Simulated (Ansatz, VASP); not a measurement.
## Two plane-wave programs on AlSi16

```
Si Al
1.0
     0.00000    5.43000    5.43000
     5.43000    0.00000    5.43000
     5.43000    5.43000    0.00000
Si Al
16 1
Direct
  0.00431 0.98706 0.00431
  0.12643 0.12364 0.12642
  0.99620 0.00128 0.50127
  0.12639 0.12362 0.62359
  0.00452 0.50452 0.00452
  0.12492 0.62526 0.12514
  0.00435 0.50435 0.48693
  0.12644 0.62643 0.62362
  0.50127 0.00128 0.99618
  0.62355 0.12363 0.12640
  0.50125 0.00126 0.50126
  0.62501 0.12498 0.62499
  0.48670 0.50443 0.00443
  0.62358 0.62645 0.12645
  0.50128 0.49617 0.50129
  0.62356 0.62640 0.62361
  0.87489 0.37537 0.87520
```

Alike in both runs: functional PBE; k mesh 2 × 2 × 2; occupations gaussian, width 0.02 eV; collinear spin.

Ansatz relaxed the structure, and its values are those at the end. VASP's run is a single point on that final structure, the one shown.

|  | VASP | Ansatz |
| --- | --- | --- |
| version | VASP 6.6.1 | Ansatz 0.2.0 |
| potentials or method | VASP PAW PBE potentials, release 64 (Si, Al), cutoff 520 eV | scalar-relativistic, plane waves, PAW |
| valence electrons in the cell | 67 | 67 |

```tsv
	VASP	Ansatz	Ansatz less VASP
net moment per atom (μB)	0.01	0.01	0.000
```

With one functional, cell and mesh, what is left measures potentials, basis and numerics.

The k mesh is coarse, so the values compare programs but aren't converged.
